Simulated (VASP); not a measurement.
Write the native input for VASP 6.6.1 that does the following.

- Task: single point
- Functional: PBE
- Potentials or basis: VASP PAW PBE potentials, release 64 (W_sv)
- Cutoff: 500 eV
- k mesh: 8 × 8 × 8
- Occupations: fermi-dirac, width 0.1 eV
- Spin: no spin polarisation
- Dipole correction: no
- Further INCAR settings: ALGO = Normal; EDIFF = 1e-06; NBANDS = 13

The structure of W lies in POSCAR:

```
W
1.0
   -1.5611122431      1.5611122431      1.5611122431
    1.5611122431     -1.5611122431      1.5611122431
    1.5611122431      1.5611122431     -1.5611122431
W
1
Direct
    0.0000000000      0.0000000000      0.0000000000
```

These files were run (other wordings do the same):

INCAR

```
PREC = Accurate
ENCUT = 500
EDIFF = 1E-6
ISMEAR = -1
SIGMA = 0.1
LREAL = F
LASPH = T
NELM = 120
ALGO = Normal
ISIF = 2
LWAVE = F
LCHARG = F
GGA = PE
NBANDS = 13
GGA_COMPAT = F
```

KPOINTS

```
Automatic mesh
0
Gamma
  8 8 8
```

Potentials or basis: VASP PAW PBE potentials, release 64 (W_sv).

Run with:

```sh
$ cat potpaw_PBE.64/W_sv/POTCAR > POTCAR
$ mpirun -np 1 vasp_std > vasp.out
```

Results of the run:

* Pressure: 21.5 GPa
* Band gap on the k mesh: zero (band 7 reaches 17.51 eV, above the bottom of band 8 at 10.74 eV)

Caveat: spin-orbit coupling is left out, which moves the levels of the heavy elements.

Run time: 10 s on 1 thread of Intel Xeon 8259CL, with other jobs on the host, peak memory 0.12 GiB.
